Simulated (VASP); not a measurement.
Al, 1 atom in the cell. Symmetry: Im-3m, No. 229, cubic system. Conventional cell: a = 3.204 Å, b = 3.204 Å, c = 3.204 Å, α = 90.00°, β = 90.00°, γ = 90.00°. Al (site symmetry m-3m) has 14 Al at 2.77 to 3.20 Å within 3.7 Å. This isn't the form of Al at room conditions, which is fcc.

```yaml
Program: VASP 6.6.1
Task: single point
Functional: HSE06
Potentials_or_basis: VASP PAW PBE potentials, release 64 (Al)
Cutoff: 520 eV
k_mesh: 8 × 8 × 8
Occupations: fermi-dirac, width 0.05 eV
Spin: no spin polarisation
Dipole_correction: no
Grid_for_exact_exchange_PRECFOCK: Normal
Further_INCAR_settings: ALGO = Normal; EDIFF = 1e-06; NBANDS = 8
Share_of_exact_exchange: 0.25
Screening_parameter: 0.2079 1/Å
```

Potentials or basis: VASP PAW PBE potentials, release 64 (Al).

Command:

```bash
$ cat potpaw_PBE.64/Al/POTCAR > POTCAR
$ cp INCAR.step1 INCAR
$ mpirun -np 1 vasp_std > vasp.out
$ cp INCAR.step2 INCAR
$ mpirun -np 1 vasp_std > vasp.out
```

Hardware: 1 thread of Intel Xeon 8259CL (shared host).

Problem. Estimate the wall time of this run.

Solution. Run time: 4.6 min on 1 thread of Intel Xeon 8259CL, on a shared host, peak memory 0.24 GiB. Counts: k points 29.
